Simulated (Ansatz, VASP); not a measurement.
One calculation of CO2, two programs

```xyz
12
Lattice="5.4421 0.0000 0.0000 0.0000 5.4421 0.0000 0.0000 0.0000 5.4421" Properties=species:S:1:pos:R:3 pbc="T T T"
C     0.0000    0.0000    0.0000
C     2.7210    0.0000    2.7210
C     2.7210    2.7210    0.0000
C     0.0000    2.7210    2.7210
O     0.6699    0.6699    0.6699
O     2.0512    4.7722    3.3909
O     3.3909    2.0512    4.7722
O     4.7722    3.3909    2.0512
O     4.7722    4.7722    4.7722
O     3.3909    0.6699    2.0512
O     2.0512    3.3909    0.6699
O     0.6699    2.0512    3.3909
```

Alike in both runs: task single point; functional r2SCAN; dispersion rVV10; k mesh 6 × 6 × 6; occupations fermi-dirac, width 0.03 eV; no spin polarisation.

```csv
,VASP,Ansatz
version,VASP 6.6.1,Ansatz 0.2.0
potentials or method,"VASP PAW PBE potentials, release 64 (C, O)","plane waves, PAW"
plane-wave cutoff (eV),520,500
valence electrons in the cell,64,64
```

VASP gave:

```
gap on the k mesh at the Fermi level (eV) : 7.48
pressure (GPa)                            : 2.0
rms of the force components (eV/Å)        : 0.372
```

**Question.** Estimate Ansatz's values.

**Answer.** gap on the k mesh at the Fermi level (eV): 7.51; pressure (GPa): 0.0; rms of the force components (eV/Å): 0.000.

VASP's potentials were made for PBE, not for r2SCAN. Atom by atom the forces differ by 0.372 eV/Å (rms over components). One of these differences is far larger than is usual between the two programs; its cause wasn't traced.

Noted on VASP's run: the standard files for N, O and F lose accuracy on very short bonds.
